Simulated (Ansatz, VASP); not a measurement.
## Pd: VASP beside Ansatz

Contents of INCAR:

```
SYSTEM = Pd
  PREC = Accurate
  ENCUT = 600
  EDIFF = 1E-7
  ISMEAR = 0
  SIGMA = 0.1
  LREAL = .False.
  LASPH = .True.
  NELM = 60
  ALGO = Normal
  ISIF = 3
  LWAVE = .False.
  LCHARG = .False.
  GGA = PE
  IBRION = 2
  NSW = 90
  EDIFFG = -0.04
```

The input KPOINTS:

```
Automatic mesh
0
Gamma
  8 8 8
  0 0 0
```

POSCAR

```
Pd
1.0
    0.0000000000      1.9586507875      1.9586507875
    1.9586507875      0.0000000000      1.9586507875
    1.9586507875      1.9586507875      0.0000000000
Pd
1
Direct
    0.0000000000      0.0000000000      0.0000000000
```

Input for Ansatz:

```yaml
crystal:
  lattice:
    - [0.0, 1.9586507875, 1.9586507875]
    - [1.9586507875, 0.0, 1.9586507875]
    - [1.9586507875, 1.9586507875, 0.0]
  atoms:
    - { symbol: Pd, position: [0.0, 0.0, 0.0] }
basis:
  ecutwfc: 420
kpoints:
  mp_grid: { grid: [8, 8, 8] }
hamiltonian:
  xc: pbe
scf:
  occupations: { method: gaussian, width: 0.1 }
  lower_state_search: "off"
output:
  forces: true
  stress: true
  eigenvalues: true
relax:
  adjacent_minimum: "off"
  f_tol: 0.04
  max_steps: 70
  cell: { stress_tol: 0.4 }
```

Alike in both runs: task relaxation of cell and atoms; functional PBE; k mesh 8 × 8 × 8; occupations gaussian, width 0.1 eV; no spin polarisation.

|  | VASP | Ansatz |
| --- | --- | --- |
| version | VASP 6.6.1 | Ansatz 0.2.0 |
| potentials or method | VASP PAW PBE potentials, release 64 (Pd), cutoff 600 eV | scalar-relativistic, plane waves, PAW |
| valence electrons in the cell | 10 | 18 |

Ansatz gave:

```
gap on the k mesh at the Fermi level, each at its own relaxed structure (eV) : none
relaxed volume (Å³/atom)                                                     : 15.41
relaxed cell length with the largest relative difference (Å)                 : 2.793
```

**Question.** What did VASP give for the same quantities?

**Answer.** gap on the k mesh at the Fermi level, each at its own relaxed structure (eV): none; relaxed volume (Å³/atom): 15.36; relaxed cell length with the largest relative difference (Å): 2.790.

A gap of «none» marks a metal or a gap that the smearing closes. VASP's potentials hold 10 valence electrons a cell and Ansatz's 18, so a difference there can come from the potentials and not from the codes.
